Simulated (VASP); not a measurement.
Write the native input for VASP 6.6.1 that does the following.

```yaml
Task: relaxation of cell and atoms
Functional: PBE
Dispersion: D3(BJ)
Potentials_or_basis: VASP PAW PBE potentials, release 64 (Hf_pv, S)
Cutoff: 500 eV
k_mesh: 12 × 12 × 8
Occupations: gaussian, width 0.02 eV
Spin: no spin polarisation
Target_pressure: 15 GPa
Dipole_correction: no
Further_INCAR_settings: ALGO = Normal; EDIFF = 1e-07; IBRION = 2; EDIFFG = -0.001; NSW = 80; ISIF = 3
```

The structure of HfS2 lies in POSCAR:

```
HfS2
1.0
    3.4689584120      0.0000000000      0.0000000000
   -1.7344792060      3.0042061094      0.0000000000
    0.0000000000      0.0000000000      5.3025984762
Hf S
1 2
Direct
    0.0000000000      0.0000000000      0.0000000000
    0.3333333333      0.6666666667      0.2791941769
    0.6666666667      0.3333333333      0.7208058231
```

One way to write it, as run:

INCAR

```
PREC = Accurate
ENCUT = 500
EDIFF = 1E-7
ISMEAR = 0
SIGMA = 0.02
LREAL = False
LASPH = True
NELM = 120
ALGO = Normal
ISIF = 3
LWAVE = False
LCHARG = False
GGA = PE
IVDW = 12
IBRION = 2
NSW = 80
EDIFFG = -0.001
PSTRESS = 150.0
GGA_COMPAT = False
NELMIN = 4
```

KPOINTS

```
Automatic mesh
0
Gamma
  12 12 8
```

Potentials or basis: VASP PAW PBE potentials, release 64 (Hf_pv, S).

The run is started by

```sh
$ cat potpaw_PBE.64/Hf_pv/POTCAR potpaw_PBE.64/S/POTCAR > POTCAR
$ mpirun -np 1 vasp_std > vasp.out
```

Results of the run:

```
Relaxed volume                                             : 17.50 Å³/atom
Relaxed cell                                               : a = 3.410 Å, b = 3.410 Å, c = 5.211 Å, α = 90.00°, β = 90.00°, γ = 120.00°
Space group after relaxing (to 0.1 Å)                      : P-3m1 (No. 164)
Energy change on relaxing (the run minimises the enthalpy) : +70.7 meV/atom
Ionic steps                                                : 14
Pressure after relaxing                                    : 15.0 GPa
Band gap on the k mesh                                     : zero (bands 11 and 12 overlap by 0.31 eV)
Dispersion energy per atom                                 : -0.429 eV
```

Caveat: the cell is relaxed towards a set pressure, so the run minimises the enthalpy, not the energy; spin-orbit coupling is left out, which moves the levels of the heavy elements.

Run time: 9.3 min on 1 thread of Intel(R) Xeon(R) Platinum 8375C CPU @ 2.90GHz (Ice Lake) (shared host), peak memory 0.28 GiB.
